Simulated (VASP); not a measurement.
# Eu (Fm-3m) in VASP: a series of runs

Runs on Eu. Level: PBE. Tasks: single point.

Everything below comes from runs of VASP 6.6.1. Logs are shortened: lines on timing, memory, paths and dates and some standing lists are left out, and cuts for length are marked.

## (1) The cell of the first run

Symmetry: Fm-3m, No. 225, cubic system. Conventional cell: a = 5.465 Å, b = 5.465 Å, c = 5.465 Å, α = 90.00°, β = 90.00°, γ = 90.00°. Eu (site symmetry m-3m) has 12 Eu at 3.86 Å within 5.1 Å.

This isn't the form of Eu at room conditions, which is bcc.

## (2) Single point, PBE, collinear spin, ferromagnetic start

INCAR reads:

```
SYSTEM = Eu
ALGO = Normal
EDIFF = 1E-6
ENCUT = 520
GGA = PE
ISIF = 2
ISMEAR = -1
ISPIN = 2
LASPH = .TRUE.
LCHARG = .TRUE.
LELF = .TRUE.
LMAXMIX = 6
LORBIT = 11
LREAL = .FALSE.
LVHAR = .TRUE.
LWAVE = .FALSE.
MAGMOM = 7
NBANDS = 18
NELM = 150
PREC = Accurate
SIGMA = 0.05
```

KPOINTS reads:

```
k-points
0
G
  8 8 8
  0 0 0
```

POSCAR reads:

```
Eu
1.0
    0.0000000000      2.7323621695      2.7323621695
    2.7323621695      0.0000000000      2.7323621695
    2.7323621695      2.7323621695      0.0000000000
Eu
1
Direct
    0.0000000000      0.0000000000      0.0000000000
```

Potentials or basis: VASP PAW PBE potentials, release 64 (Eu).

The run is started by

```bash
> cat potpaw_PBE.64/Eu/POTCAR > POTCAR
> mpirun -np 1 vasp_std > vasp.out
```

OUTCAR:

```text
SYSTEM = Eu
   EDIFF = 1E-6
   ENCUT = 520
   GGA = PE
   ISIF = 2
   ISMEAR = -1
   ISPIN = 2
   LASPH = .TRUE.
   LORBIT = 11
   LREAL = .FALSE.
   NELM = 150
   PREC = Accurate

 ion  position               nearest neighbor table
   1  0.000  0.000  0.000-

  LATTYP: Found a face centered cubic cell.
 ALAT       =     5.4647243390

  Lattice vectors:

 A1 = (   0.0000000000,   2.7323621695,   2.7323621695)
 A2 = (   2.7323621695,   0.0000000000,   2.7323621695)
 A3 = (   2.7323621695,   2.7323621695,   0.0000000000)

Analysis of symmetry for initial positions (statically):
=====================================================================
 Subroutine PRICEL returns:
 Original cell was already a primitive cell.

 Routine SETGRP: Setting up the symmetry group for a
 face centered cubic supercell.

 Subroutine GETGRP returns: Found 48 space group operations
 (whereof 48 operations were pure point group operations)
 out of a pool of 48 trial point group operations.

The static configuration has the point symmetry O_h .

Analysis of symmetry for dynamics (positions and initial velocities):
=====================================================================
 Subroutine PRICEL returns:
 Original cell was already a primitive cell.

 Routine SETGRP: Setting up the symmetry group for a
 face centered cubic supercell.

 Subroutine GETGRP returns: Found 48 space group operations
 (whereof 48 operations were pure point group operations)
 out of a pool of 48 trial point group operations.

The dynamic configuration has the point symmetry O_h .

Analysis of structural, dynamic, and magnetic symmetry:
=====================================================================
 Subroutine PRICEL returns:
 Original cell was already a primitive cell.

 Routine SETGRP: Setting up the symmetry group for a
 face centered cubic supercell.

 Subroutine GETGRP returns: Found 48 space group operations
 (whereof 48 operations were pure point group operations)
 out of a pool of 48 trial point group operations.

The overall configuration has the point symmetry O_h .

 Subroutine INISYM returns: Found 48 space group operations
 (whereof 48 operations are pure point group operations),
 and found     1 'primitive' translations

----------------------------------------------------------------------------------------

                                     Primitive cell

  volume of cell :      40.7986

[... 100 lines left out ...]
   EFERMI =   0.00;   METHOD = LEGACY
   ISMEAR =    -1;   SIGMA  =   0.05  broadening in eV -4-tet -1-fermi 0-gaus
   EFERMI_NEDOS =   21; number of points for ismear=-14 and -15
   IALGO  =     38    algorithm
   IMIX   =      4    mixing-type and parameters
     AMIX     =   0.40;   BMIX     =  1.00
     AMIX_MAG =   1.60;   BMIX_MAG =  1.00
  volume/ion in A,a.u.               =      40.80       275.32
  Fermi-wavevector in a.u.,A,eV,Ry     =   1.222765  2.310690 20.342797  1.495153
  Thomas-Fermi vector in A             =   2.357900
   LORBIT       =     11    0 simple, 1 ext, 2 COOP (PROOUT), +10 PAW based schemes
   GGA     = PE    functional components
   LHFCALC =     F    Hartree Fock is set to
   AEXX    =    0.0000 exact exchange contribution
   IVDW    =     0    specifies the selected vdW correction
   LEPSILON=     F    determine dielectric tensor
   LRPA    =     F    only Hartree local field effects (RPA)
 spin polarized calculation
  energy-cutoff  :      520.00
  volume of cell :       40.80
 maximum number of plane-waves:      1121
 NGX is ok and might be reduce to    30
   NGX = 15   NGY = 15   NGZ = 15

 number of electron      16.9999996 magnetization       7.5152952

 Free energy of the ion-electron system (eV)
  ---------------------------------------------------
  ext. energy  EPLUGINS =         0.00000000
  ---------------------------------------------------
  free energy    TOTEN  =       -11.47123897 eV

  energy without entropy =      -11.45903203  energy(sigma->0) =      -11.46513550

 E-fermi :   2.1671     XC(G=0):  -8.9340

 val. band max:        2.1340417760   @ k =   0.5000   0.2500   0.0000
 cond. band min:       2.1982691566   @ k =  -0.3750   0.3750   0.0000
 fundamental gap:      0.0642273806
 Fermi energy:         2.1671331075

 spin component 1

 k-point     1 :       0.0000    0.0000    0.0000
  band No.  band energies     occupation
      1     -39.4123      1.00000
      2     -17.9463      1.00000
      3     -17.9463      1.00000
      4     -17.9463      1.00000
      5      -2.2998      1.00000
      6       1.5842      0.99999
[... 493 lines left out ...]
     17       8.1888      0.00000
     18       8.5736      0.00000

 [... further k-points ...]

 spin component 2

 k-point     1 :       0.0000    0.0000    0.0000
  band No.  band energies     occupation
      1     -36.2565      1.00000
      2     -15.5677      1.00000
      3     -15.5677      1.00000
      4     -15.5677      1.00000
      5      -1.2898      1.00000
      6       5.1515      0.00000
[... 493 lines left out ...]
     17       9.5877      0.00000
     18      10.0003      0.00000

 [... further k-points ...]

------------------------ aborting loop because EDIFF is reached ----------------------------------------

  FORCE on cell =-STRESS in cart. coord.  units (eV):
  Direction    XX          YY          ZZ          XY          YZ          ZX
  --------------------------------------------------------------------------------------
  -------------------------------------------------------------------------------------
  Total        0.0138467      0.0138467      0.0138467     -0.0000000      0.0000000     -0.0000000
  in kB        0.5437667      0.5437667      0.5437667     -0.0000000      0.0000000     -0.0000000
  external PRESSURE =       0.5437667 kB  Pullay stress =       0.0000000 kB

 VOLUME and BASIS-vectors are now :
 -----------------------------------------------------------------------------
  energy-cutoff  :      520.00
  volume of cell :       40.80
      direct lattice vectors                 reciprocal lattice vectors
     0.000000000  2.732362169  2.732362169    -0.182991847  0.182991847  0.182991847
     2.732362169  0.000000000  2.732362169     0.182991847 -0.182991847  0.182991847
     2.732362169  2.732362169  0.000000000     0.182991847  0.182991847 -0.182991847

 POSITION                                       TOTAL-FORCE (eV/Angst)
 -----------------------------------------------------------------------------------
      0.00000      0.00000      0.00000         0.000000      0.000000      0.000000
 -----------------------------------------------------------------------------------
    total drift:                               -0.000000     -0.000000     -0.000000

  FREE ENERGIE OF THE ION-ELECTRON SYSTEM (eV)
  ---------------------------------------------------
  free  energy   TOTEN  =       -11.4712389658 eV

  energy  without entropy=      -11.4590320335  energy(sigma->0) =      -11.46513550

 total charge

# of ion       s       p       d       f       tot
--------------------------------------------------
    1        2.085   5.705   0.329   6.622  14.741

 magnetization (x)

# of ion       s       p       d       f       tot
--------------------------------------------------
    1        0.000  -0.086   0.199   6.619   6.732
```

stdout:

```text
POSCAR found type information on POSCAR Eu
 POSCAR found :  1 types and       1 ions
 scaLAPACK will be used
 LDA part: xc-table for (Slater+PW92), standard interpolation
 POSCAR, INCAR and KPOINTS ok, starting setup
 FFT: planning ... GRIDC
 FFT: planning ... GRID_SOFT
 FFT: planning ... GRID
 WAVECAR not read
 entering main loop
```

Wall time 62 s (1 thread of Oxide Virtual Turin-like, shared host); peak memory 0.18 GiB.

What came out:

| Property | Result |
| --- | --- |
| Free energy | -11.4712 eV |
| Pressure | 0.1 GPa |
| Net moment | 7.52 μB per cell |
| Site moments | Eu +6.73 μB |
| Valence electrons inside the program's atomic spheres | Eu 14.74 |

Caveat: spin-orbit coupling is left out, which moves the levels of the heavy elements; semilocal functionals describe open f shells poorly, which spoils levels, moments and volumes. The state reached can hang on the start; a lower one may exist.

## (3) Single point, PBE, collinear spin, ferromagnetic start

This run uses another cell than the first one, of 41.67 Å³/atom.

INCAR reads:

```
PREC     = Accurate       # precision mode
ENCUT    = 520            # plane-wave cutoff, eV
EDIFF    = 1E-6           # SCF threshold, eV
ISMEAR   = -1             # smearing method
SIGMA    = 0.05           # smearing width, eV
LREAL    = False          # projectors in reciprocal space
LASPH    = True           # aspherical terms in the spheres
NELM     = 150            # most SCF steps
ALGO     = Normal         # electronic algorithm
ISIF     = 2              # what is computed and relaxed
LWAVE    = False          # write WAVECAR
LCHARG   = True           # write CHGCAR
ISPIN    = 2              # spin polarisation
MAGMOM   = 7              # initial moments
LORBIT   = 11             # projections on sites
LMAXMIX  = 6              # l up to which the mixer works
GGA      = PE             # functional
LELF     = True           # ELF
LVHAR    = True         
NBANDS   = 18             # bands
```

KPOINTS reads:

```
Automatic mesh
0
Gamma
  8 8 8
```

POSCAR reads:

```
Eu
1.0
    0.0000000000      2.7516047906      2.7516047906
    2.7516047906      0.0000000000      2.7516047906
    2.7516047906      2.7516047906      0.0000000000
Eu
1
Direct
    0.0000000000      0.0000000000      0.0000000000
```

Potentials or basis: VASP PAW PBE potentials, release 64 (Eu).

The run is started by

```bash
> cat potpaw_PBE.64/Eu/POTCAR > POTCAR
> mpirun -np 1 vasp_std > vasp.out
```

OUTCAR:

```text
PREC = Accurate
   ENCUT = 520
   EDIFF = 1E-6
   ISMEAR = -1
   LREAL = False
   LASPH = True
   NELM = 150
   ISIF = 2
   ISPIN = 2
   LORBIT = 11
   GGA = PE

 ion  position               nearest neighbor table
   1  0.000  0.000  0.000-

  LATTYP: Found a face centered cubic cell.
 ALAT       =     5.5032095812

  Lattice vectors:

 A1 = (   0.0000000000,   2.7516047906,   2.7516047906)
 A2 = (   2.7516047906,   0.0000000000,   2.7516047906)
 A3 = (   2.7516047906,   2.7516047906,   0.0000000000)

Analysis of symmetry for initial positions (statically):
=====================================================================
 Subroutine PRICEL returns:
 Original cell was already a primitive cell.

 Routine SETGRP: Setting up the symmetry group for a
 face centered cubic supercell.

 Subroutine GETGRP returns: Found 48 space group operations
 (whereof 48 operations were pure point group operations)
 out of a pool of 48 trial point group operations.

The static configuration has the point symmetry O_h .

Analysis of symmetry for dynamics (positions and initial velocities):
[... 686 lines left out ...]
 spin component 2

 k-point     1 :       0.0000    0.0000    0.0000
  band No.  band energies     occupation
      1     -36.3486      1.00000
      2     -15.6802      1.00000
      3     -15.6802      1.00000
      4     -15.6802      1.00000
      5      -1.3519      1.00000
      6       5.0489      0.00000
[... 493 lines left out ...]
     17       9.3771      0.00000
     18       9.7546      0.00000

 [... further k-points ...]

------------------------ aborting loop because EDIFF is reached ----------------------------------------

  FORCE on cell =-STRESS in cart. coord.  units (eV):
  Direction    XX          YY          ZZ          XY          YZ          ZX
  --------------------------------------------------------------------------------------
  -------------------------------------------------------------------------------------
  Total       -0.0663563     -0.0663563     -0.0663563      0.0000000      0.0000000      0.0000000
  in kB       -2.5515546     -2.5515546     -2.5515546      0.0000000      0.0000000      0.0000000
  external PRESSURE =      -2.5515546 kB  Pullay stress =       0.0000000 kB

 VOLUME and BASIS-vectors are now :
 -----------------------------------------------------------------------------
  energy-cutoff  :      520.00
  volume of cell :       41.67
      direct lattice vectors                 reciprocal lattice vectors
     0.000000000  2.751604791  2.751604791    -0.181712142  0.181712142  0.181712142
     2.751604791  0.000000000  2.751604791     0.181712142 -0.181712142  0.181712142
     2.751604791  2.751604791  0.000000000     0.181712142  0.181712142 -0.181712142

 POSITION                                       TOTAL-FORCE (eV/Angst)
 -----------------------------------------------------------------------------------
      0.00000      0.00000      0.00000         0.000000     -0.000000     -0.000000
 -----------------------------------------------------------------------------------
    total drift:                               -0.000000     -0.000000     -0.000000

  FREE ENERGIE OF THE ION-ELECTRON SYSTEM (eV)
  ---------------------------------------------------
  free  energy   TOTEN  =       -11.4711793392 eV

  energy  without entropy=      -11.4588888894  energy(sigma->0) =      -11.46503411

 total charge

# of ion       s       p       d       f       tot
--------------------------------------------------
    1        2.084   5.707   0.319   6.627  14.737

 magnetization (x)

# of ion       s       p       d       f       tot
--------------------------------------------------
    1        0.000  -0.087   0.194   6.626   6.733
```

Wall time 69 s (1 thread of Oxide Virtual Turin-like, shared host); peak memory 0.18 GiB.

What came out:

- Free energy: -11.4712 eV
- Pressure: -0.3 GPa
- Net moment: 7.52 μB per cell
- Site moments: Eu +6.73 μB
- Valence electrons inside the program's atomic spheres: Eu 14.74

Caveat: spin-orbit coupling is left out, which moves the levels of the heavy elements; semilocal functionals describe open f shells poorly, which spoils levels, moments and volumes. The state reached can hang on the start; a lower one may exist.
